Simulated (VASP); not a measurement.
Wanted: the native input for a VASP 6.6.1 run.

```yaml
Task: single point
Functional: r2SCAN
Potentials_or_basis: VASP PAW PBE potentials, release 64 (Nb_sv)
Cutoff: 520 eV
k_mesh: 20 × 20 × 20
Occupations: gaussian, width 0.15 eV
Spin: no spin polarisation
Dipole_correction: no
Further_INCAR_settings: ALGO = Normal; EDIFF = 1e-07; NBANDS = 12
```

The system is Nb.

```
Nb
1.0
     0.00000    2.11500    2.15730
     2.11500    0.00000    2.15730
     2.11500    2.11500    0.00000
Nb
1
Direct
  0.00000 0.00000 0.00000
```

This cell differs from its parent crystal: strain +0.0200 x Voigt [0, 0, 1, 0, 0, 0].

One way to write it, as run:

POSCAR

```
Nb
1.0
    0.0000000000      2.1150000000      2.1573000000
    2.1150000000      0.0000000000      2.1573000000
    2.1150000000      2.1150000000      0.0000000000
Nb
1
Direct
    0.0000000000      0.0000000000      0.0000000000
```

INCAR.step1

```
SYSTEM = Nb
PREC = Accurate
ENCUT = 520
ISMEAR = 0
SIGMA = 0.15
LREAL = .FALSE.
LASPH = .TRUE.
NELM = 80
NBANDS = 12
GGA = PE
ALGO = Normal
EDIFF = 1E-4
LWAVE = .TRUE.
LCHARG = .FALSE.
```

INCAR.step2

```
SYSTEM = Nb
PREC = Accurate
ENCUT = 520
EDIFF = 1E-7
ISMEAR = 0
SIGMA = 0.15
LREAL = .FALSE.
LASPH = .TRUE.
NELM = 80
ALGO = Normal
ISIF = 2
LWAVE = .FALSE.
LCHARG = .FALSE.
METAGGA = R2SCAN
LMIXTAU = .TRUE.
NBANDS = 12
ISTART = 1
```

KPOINTS

```
regular mesh
0
G
  20 20 20
  0 0 0
```

Potentials or basis: VASP PAW PBE potentials, release 64 (Nb_sv).

The run is started by

```console
$ cat potpaw_PBE.64/Nb_sv/POTCAR > POTCAR
$ cp INCAR.step1 INCAR
$ mpirun -np 1 vasp_std > vasp.out
$ cp INCAR.step2 INCAR
$ mpirun -np 1 vasp_std > vasp.out
```

It gave:

```
Pressure               : -5.4 GPa
Band gap on the k mesh : zero (an odd number of electrons rules out a gap without spin polarisation)
```

Caveat: the cell differs from its parent crystal (strain +0.0200 x Voigt [0, 0, 1, 0, 0, 0]); the cell stands under tension; the PAW data sets were made with another functional, which shifts forces and pressure a little.

Run time: 7.2 min on 1 thread of Intel(R) Xeon(R) Platinum 8259CL CPU @ 2.50GHz (Skylake/Cascade Lake) (shared host), peak memory 0.26 GiB.
